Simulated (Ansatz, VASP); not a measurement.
**MgO in VASP and in Ansatz**

```
Mg O
1.0
     2.10760   -2.10760    0.00000
     2.10760    0.00000   -2.10760
     9.06266    8.43038    7.79811
Mg O
6 6
Direct
  0.00000 0.88750 0.37500
  0.33333 0.27083 0.20833
  0.66667 0.50417 0.54167
  0.00000 0.73750 0.87500
  0.33333 0.12083 0.70833
  0.66667 0.65417 0.04167
  0.66667 0.57917 0.29167
  0.00000 0.96250 0.12500
  0.33333 0.19583 0.45833
  0.66667 0.42917 0.79167
  0.00000 0.81250 0.62500
  0.33333 0.04583 0.95833
```

Alike in both runs: task single point; functional PBEsol; k mesh 9 × 9 × 2; occupations gaussian, width 0.05 eV; no spin polarisation.

```csv
,VASP,Ansatz
version,VASP 6.6.1,Ansatz 0.2.0
potentials or method,"VASP PAW PBE potentials, release 64 (Mg, O), cutoff 520 eV","scalar-relativistic, plane waves, PAW"
valence electrons in the cell,48,96
```

VASP gave:

| Property | Result |
| --- | --- |
| gap on the k mesh at the Fermi level (eV) | 4.29 |
| least direct gap on the mesh (eV) | 4.29 |
| pressure (GPa) | 6.2 |
| traceless stress, the component that is largest in VASP (GPa) | 9.90 |
| rms of the force components (eV/Å) | 2.078 |

Estimate Ansatz's values.

gap on the k mesh at the Fermi level (eV): 4.29; least direct gap on the mesh (eV): 4.29; pressure (GPa): 6.5; traceless stress, the component that is largest in VASP (GPa): 9.43; rms of the force components (eV/Å): 1.980.

VASP's potentials were made for PBE, not for PBEsol, and Ansatz warns of the same on its side. Atom by atom the forces differ by 0.098 eV/Å (rms over components). With one functional, cell and mesh, what is left measures potentials, basis and numerics. VASP's potentials hold 48 valence electrons a cell and Ansatz's 96, so a difference there can come from the potentials and not from the codes.
